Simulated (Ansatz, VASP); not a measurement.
## SnO2 in VASP and in Ansatz

```
Sn O
1.0
    -1.99602    1.99602    5.43397
     1.99602   -1.99602    5.43397
     1.99602    1.99602   -5.43397
Sn O
2 4
Direct
  0.75000 0.25000 0.50000
  0.00000 0.00000 0.00000
  0.80337 0.80337 0.00000
  0.94663 0.44663 0.50000
  0.19663 0.19663 0.00000
  0.55337 0.05337 0.50000
```

Alike in both runs: functional LDA; k mesh 10 × 10 × 10; occupations gaussian, width 0.05 eV; no spin polarisation.

Ansatz relaxed the structure, and its values are those at the end. VASP's run is a single point on that final structure, the one shown.

|  | VASP | Ansatz |
| --- | --- | --- |
| version | VASP 6.6.1 | Ansatz 0.2.0 |
| potentials or method | VASP PAW LDA potentials, release 64 (Sn_d, O), cutoff 520 eV | scalar-relativistic, plane waves, PAW |
| valence electrons in the cell | 52 | 52 |

```csv
,VASP,Ansatz,Ansatz less VASP
gap on the k mesh at the Fermi level (eV),0.99,0.96,-0.026
least direct gap on the mesh (eV),1.20,1.17,-0.027
pressure (GPa),-9.7,-10.6,-0.89
rms of the force components (eV/Å),0.011,0.000,-0.0110
```

Ansatz warns that its potentials were made for another functional, while VASP's fit it. LDA's correlation is that of Perdew and Zunger in VASP and of Perdew and Wang (1992) in Ansatz. Ansatz's warnings: stress scf threshold loose.
